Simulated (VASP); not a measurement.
# Li7F8 (a cell with a defect) in VASP: notebook, part 2 of 2

VASP 6.6.1. Earlier steps stand in the parts before.

**3. Relaxation of the atoms, PBE**

Contents of INCAR:

```
  PREC = Accurate
  ENCUT = 520
  EDIFF = 1E-6
  ISMEAR = 0
  SIGMA = 0.05
  LREAL = Auto
  LASPH = T
  NELM = 60
  ALGO = Normal
  ISIF = 2
  LWAVE = F
  LCHARG = F
  GGA = PE
  IBRION = 2
  NSW = 70
  EDIFFG = -0.02
  NELECT = 78.0
```

Contents of KPOINTS:

```
regular mesh
0
Gamma
  4 4 4
```

Contents of POSCAR:

```
Li7F8
1.0
    4.0670678689      0.0000000000      4.0670678689
    0.0000000000     -4.0670678689      4.0670678689
    4.0670678689     -4.0670678689      0.0000000000
Li F
7 8
Direct
    0.0000000000      0.0000000000      0.5000000000
    0.5000000000      0.5000000000      0.5000000000
    0.5000000000      0.0000000000      0.5000000000
    0.0000000000      0.5000000000      1.0000000000
    0.0000000000      0.0000000000      1.0000000000
    0.5000000000      0.5000000000      1.0000000000
    0.5000000000      0.0000000000      1.0000000000
    0.7500000000      0.7500000000      0.2500000000
    0.7500000000      0.2500000000      0.2500000000
    0.2500000000      0.7500000000      0.2500000000
    0.2500000000      0.2500000000      0.2500000000
    0.7500000000      0.7500000000      0.7500000000
    0.7500000000      0.2500000000      0.7500000000
    0.2500000000      0.7500000000      0.7500000000
    0.2500000000      0.2500000000      0.7500000000
```

Potentials or basis: VASP PAW PBE potentials, release 64 (Li_sv, F).

On the command line:

```
$ cat potpaw_PBE.64/Li_sv/POTCAR potpaw_PBE.64/F/POTCAR > POTCAR
$ mpirun -np 1 vasp_std > vasp.out
```

OUTCAR:

```text
PREC = Accurate
   ENCUT = 520
   EDIFF = 1E-6
   ISMEAR = 0
   LREAL = Auto
   LASPH = T
   NELM = 60
   ISIF = 2
   GGA = PE
   IBRION = 2
   NSW = 70
   EDIFFG = -0.02
   NELECT = 78.0

 ion  position               nearest neighbor table
   1  0.000  0.000  0.500-   9 2.03  10 2.03  11 2.03  12 2.03  13 2.03  14 2.03
   2  0.500  0.500  0.500-   8 2.03   9 2.03  10 2.03  13 2.03  14 2.03  15 2.03
   3  0.500  0.000  0.500-   8 2.03   9 2.03  11 2.03  12 2.03  14 2.03  15 2.03
   4  0.000  0.500  0.000-   8 2.03   9 2.03  11 2.03  12 2.03  14 2.03  15 2.03
   5  0.000  0.000  0.000-   8 2.03   9 2.03  10 2.03  13 2.03  14 2.03  15 2.03
   6  0.500  0.500  0.000-   9 2.03  10 2.03  11 2.03  12 2.03  13 2.03  14 2.03
   7  0.500  0.000  0.000-   8 2.03  10 2.03  11 2.03  12 2.03  13 2.03  15 2.03
   8  0.750  0.750  0.250-   2 2.03   3 2.03   4 2.03   5 2.03   7 2.03
   9  0.750  0.250  0.250-   1 2.03   2 2.03   3 2.03   4 2.03   5 2.03   6 2.03
[... 211 lines left out ...]
  Total        4.8507975      4.8507975      4.8507975     -0.0000000      0.0000000      0.0000000
  in kB       57.7629640     57.7629640     57.7629640     -0.0000000      0.0000000      0.0000000
  external PRESSURE =      57.7629640 kB  Pullay stress =       0.0000000 kB
[... 85 lines left out ...]
--------------------------------------- Ionic step        3  -------------------------------------------

 number of electron      77.9999940 magnetization

 Free energy of the ion-electron system (eV)
  ---------------------------------------------------
  ext. energy  EPLUGINS =         0.00000000
  ---------------------------------------------------
  free energy    TOTEN  =       -70.15516439 eV

  energy without entropy =      -70.15516439  energy(sigma->0) =      -70.15516439

 E-fermi :  -1.1353     XC(G=0):  -9.6787

 val. band max:       -1.3608052858   @ k =   0.0000   0.0000   0.0000
 cond. band min:       7.0970674477   @ k =   0.0000   0.0000   0.0000
 fundamental gap:      8.4578727335
 Fermi energy:        -1.1352569606

 k-point     1 :       0.0000    0.0000    0.0000
  band No.  band energies     occupation
      1     -43.0436      2.00000
      2     -43.0084      2.00000
      3     -43.0084      2.00000
      4     -43.0084      2.00000
      5     -42.9950      2.00000
      6     -42.9950      2.00000
[... 431 lines left out ...]
  FREE ENERGIE OF THE ION-ELECTRON SYSTEM (eV)
  ---------------------------------------------------
  free  energy   TOTEN  =       -70.1551643943 eV

  energy  without entropy=      -70.1551643943  energy(sigma->0) =      -70.15516439

 reached required accuracy - stopping structural energy minimisation
```

OSZICAR:

```text
N       E                     dE             d eps       ncg     rms          rms(c)
DAV:   1     0.762172623790E+03    0.76217E+03   -0.40868E+04   752   0.183E+03
DAV:   2    -0.587404231278E+01   -0.76805E+03   -0.73443E+03   855   0.481E+02
DAV:   3    -0.682938164507E+02   -0.62420E+02   -0.62202E+02  1096   0.130E+02
[... 28 lines left out ...]
DAV:   5    -0.701550925580E+02    0.58819E-03   -0.58785E-03   954   0.386E-01    0.376E-02
DAV:   6    -0.701551598899E+02   -0.67332E-04   -0.69028E-04  1084   0.108E-01    0.272E-02
DAV:   7    -0.701551615421E+02   -0.16522E-05   -0.50928E-05  1105   0.423E-02    0.206E-02
DAV:   8    -0.701551642908E+02   -0.27487E-05   -0.10095E-05   982   0.222E-02    0.421E-03
DAV:   9    -0.701551643943E+02   -0.10350E-06   -0.27247E-06   826   0.112E-02
   3 F= -.70155164E+02 E0= -.70155164E+02  d E =-.173700E+00
```

CONTCAR:

```text
Li7F8
   1.00000000000000
     4.0670678688999997    0.0000000000000000    4.0670678688999997
     0.0000000000000000   -4.0670678688999997    4.0670678688999997
     4.0670678688999997   -4.0670678688999997    0.0000000000000000
  Li              F
     7     8
Direct
     0.0000000000000000    0.0000000000000000    0.5000000000000000
[... 19 lines left out ...]
  0.00000000E+00  0.00000000E+00  0.00000000E+00
  0.00000000E+00  0.00000000E+00  0.00000000E+00
  0.00000000E+00  0.00000000E+00  0.00000000E+00
  0.00000000E+00  0.00000000E+00  0.00000000E+00
  0.00000000E+00  0.00000000E+00  0.00000000E+00
  0.00000000E+00  0.00000000E+00  0.00000000E+00
  0.00000000E+00  0.00000000E+00  0.00000000E+00
  0.00000000E+00  0.00000000E+00  0.00000000E+00
  0.00000000E+00  0.00000000E+00  0.00000000E+00
  0.00000000E+00  0.00000000E+00  0.00000000E+00
  0.00000000E+00  0.00000000E+00  0.00000000E+00
```

It took 6.5 min on 1 thread of Oxide Virtual Turin-like, shared host; peak memory 0.29 GiB.

What came out:

```yaml
Free_energy: -70.1552 eV
Energy_gained_by_relaxing: 11.6 meV/atom
Ionic_steps: 3
Largest_force_after_relaxing: 0.016 eV/Å
```

Forces on the atoms (eV/Å):
```
Li   0.000  0.000  0.000
Li   0.000  0.000  0.000
Li   0.000  0.000  0.000
Li   0.000  0.000  0.000
Li   0.000  0.000  0.000
Li   0.000  0.000  0.000
Li   0.000  0.000  0.000
F    0.016  0.000  0.000
F    0.000  0.000  0.000
F    0.000  0.000 -0.016
F    0.000 -0.016  0.000
F    0.000  0.016  0.000
F    0.000  0.000  0.016
F    0.000  0.000  0.000
F   -0.016  0.000  0.000
```

Step by step:
```tsv
step	energy change (eV)	largest force (eV/Å)	pressure (GPa)
1	0.0000	0.7177	5.78
2	-0.1175	0.4140	6.11
3	-0.1737	0.0162	6.73
```

Final structure:
```yaml
crystal:
  lattice:
    - [4.06707, 0.00000, 4.06707]
    - [0.00000, -4.06707, 4.06707]
    - [4.06707, -4.06707, 0.00000]
  atoms:
    - { symbol: Li, position: [0.00000, 0.00000, 0.50000] }
    - { symbol: Li, position: [0.50000, 0.50000, 0.50000] }
    - { symbol: Li, position: [0.50000, 0.00000, 0.50000] }
    - { symbol: Li, position: [0.00000, 0.50000, 0.00000] }
    - { symbol: Li, position: [0.00000, 0.00000, 0.00000] }
    - { symbol: Li, position: [0.50000, 0.50000, 0.00000] }
    - { symbol: Li, position: [0.50000, 0.00000, 0.00000] }
    - { symbol: F, position: [0.73994, 0.76006, 0.23994] }
    - { symbol: F, position: [0.75000, 0.25000, 0.25000] }
    - { symbol: F, position: [0.26006, 0.76006, 0.23994] }
    - { symbol: F, position: [0.26006, 0.23994, 0.23994] }
    - { symbol: F, position: [0.73994, 0.76006, 0.76006] }
    - { symbol: F, position: [0.73994, 0.23994, 0.76006] }
    - { symbol: F, position: [0.25000, 0.75000, 0.75000] }
    - { symbol: F, position: [0.26006, 0.23994, 0.76006] }
```

Caveat: the cell carries a net charge on a neutralising background, which shifts energy and pressure; the cell is charged against a uniform background, so pressure and absolute levels hang on convention; the cutoff is under 1.25 times the usual one of these potentials, so pressure, stress and relaxed cells hold a basis-set (Pulay) error.
